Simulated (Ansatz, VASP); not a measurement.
## Two plane-wave programs on NaF

```xyz
2
Lattice="0.0000 2.2536 2.2885 2.2536 0.0000 2.2885 2.2536 2.2536 0.0000" Properties=species:S:1:pos:R:3 pbc="T T T"
Na    0.0000    0.0000    0.0000
F     2.2536    2.2536    2.2885
```

Change from the starting cell: strain -0.030 along x and y, -0.015 along z, atoms carried along.

Alike in both runs: task single point; functional r2SCAN; k mesh 8 × 8 × 8; occupations gaussian, width 0.05 eV; no spin polarisation.

```csv
,VASP,Ansatz
version,VASP 6.6.1,Ansatz 0.2.0
potentials or method,"VASP PAW PBE potentials, release 64 (Na_pv, F), cutoff 520 eV","scalar-relativistic, plane waves, PAW"
valence electrons in the cell,14,16
```

Ansatz gave:

```
gap on the k mesh at the Fermi level (eV)                     : 7.53
least direct gap on the mesh (eV)                             : 7.53
pressure (GPa)                                                : 2.6
traceless stress, the component that is largest in VASP (GPa) : -1.20
```

Question: What did VASP give for the same quantities?

Answer: gap on the k mesh at the Fermi level (eV): 7.57; least direct gap on the mesh (eV): 7.57; pressure (GPa): 1.9; traceless stress, the component that is largest in VASP (GPa): -1.26.

VASP's potentials were made for PBE, not for r2SCAN. VASP's potentials hold 14 valence electrons a cell and Ansatz's 16, so a difference there can come from the potentials and not from the codes.
